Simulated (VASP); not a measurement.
Crystal: GdYF.

```
Y Gd F
1.0
     4.15472    0.00000    0.00000
    -2.07736    3.59810    0.00000
     0.00000    0.00000    4.58513
Y Gd F
1 1 1
Direct
  0.00000 0.00000 0.00000
  0.33333 0.66667 0.50000
  0.66667 0.33333 0.50000
```

The cell was built from a structure type or drawn by symmetry, and may not be a known phase.

| Property | Result |
| --- | --- |
| Program | VASP 6.6.1 |
| Task | relaxation of cell and atoms |
| Functional | PBE |
| Potentials or basis | VASP PAW PBE potentials, release 64 (Y_sv, Gd, F) |
| Cutoff | 600 eV |
| k mesh | 6 × 6 × 4 |
| Occupations | gaussian, width 0.1 eV |
| Spin | collinear spin, ferromagnetic start |
| Starting moments | [0.0, 7.0, 0.0] μB |

At the start: pressure 5.9 GPa; volume 22.85 Å³/atom.

Where does the relaxation end?

Over 11 steps the energy falls by 338.4 meV/atom and the volume is 27.39 Å³/atom (+19.9 %); space group P-6m2 (No. 187, to 0.1 Å) before and after; moment 6.60 μB per cell.

Step by step:
| step | energy change (eV) | largest force (eV/Å) | pressure (GPa) | volume (Å³) |
| --- | --- | --- | --- | --- |
| 1 | 0.0000 | 0.0000 | 5.93 | 68.54 |
| 2 | -0.3460 | 0.0000 | 0.43 | 77.20 |
| 3 | -0.4284 | 0.0000 | -4.26 | 88.16 |
| 4 | -0.6092 | 0.0000 | -5.08 | 90.35 |
| 5 | -0.7702 | 0.0000 | -5.87 | 93.70 |
| 6 | -0.9921 | 0.0000 | -1.89 | 85.40 |
| 7 | -1.0038 | 0.0000 | -0.72 | 83.51 |
| 8 | -1.0040 | 0.0000 | -0.37 | 83.21 |
| 9 | -1.0116 | 0.0000 | -0.34 | 82.76 |
| 10 | -1.0149 | 0.0000 | -0.15 | 82.36 |
| 11 | -1.0153 | 0.0000 | -0.02 | 82.16 |

Final structure:
```cif
data_structure
_symmetry_space_group_name_H-M 'P 1'
_symmetry_Int_Tables_number 1
_cell_length_a 3.9418
_cell_length_b 3.9418
_cell_length_c 6.1058
_cell_angle_alpha 90.000
_cell_angle_beta 90.000
_cell_angle_gamma 120.000
_cell_volume 82.16
loop_
_atom_site_label
_atom_site_type_symbol
_atom_site_fract_x
_atom_site_fract_y
_atom_site_fract_z
_atom_site_occupancy
Y1 Y 0.00000 0.00000 0.00000 1
Gd1 Gd 0.33333 0.66667 0.50000 1
F1 F 0.66667 0.33333 0.50000 1
```

Caveat: the electronic state changed during the relaxation; the volume moved by over 15 % at a fixed basis, so the end points are rough; a cell with one magnetic atom can't hold antiferromagnetic order, which such compounds often take; semilocal functionals describe open f shells poorly, which spoils levels, moments and volumes.
